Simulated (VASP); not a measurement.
Crystal: EuO.

```
Eu O
1.0
     0.00000    2.57195    2.57195
     2.57195    0.00000    2.57195
     2.57195    2.57195    0.00000
Eu O
1 1
Direct
  0.00000 0.00000 0.00000
  0.50000 0.50000 0.50000
```

Base run:

| Quantity | Value |
| --- | --- |
| Program | VASP 6.6.1 |
| Functional | RPBE |
| Potentials or basis | VASP PAW PBE potentials, release 64 (Eu, O) |
| Cutoff | 600 eV |
| k mesh | 8 × 8 × 8 |
| Occupations | methfessel-paxton, width 0.1 eV |
| Spin | collinear spin, ferromagnetic start |
| Starting moments | [4.9, 0.0] μB |

Its results: band gap on the k mesh zero (filled and empty bands overlap); pressure -0.9 GPa; net moment 6.99 μB per cell; site moments Eu +6.60; O -0.11 μB.

Q: The run is repeated on the same cell with these changes: functional from RPBE to PBEsol. What comes out?

A: Band gap on the k mesh zero (filled and empty bands overlap); pressure -9.5 GPa; net moment 6.97 μB per cell; site moments Eu +6.60; O -0.10 μB.

PBEsol binds more tightly than RPBE, so the same cell stands under less pressure.

Caveats: the PAW data sets were made with another functional, which shifts forces and pressure a little; spin-orbit coupling is left out, which moves the levels of the heavy elements; a cell with one magnetic atom can't hold antiferromagnetic order, which such compounds often take; semilocal functionals describe open f shells poorly, which spoils levels, moments and volumes; the cell stands under tension (at least some runs).
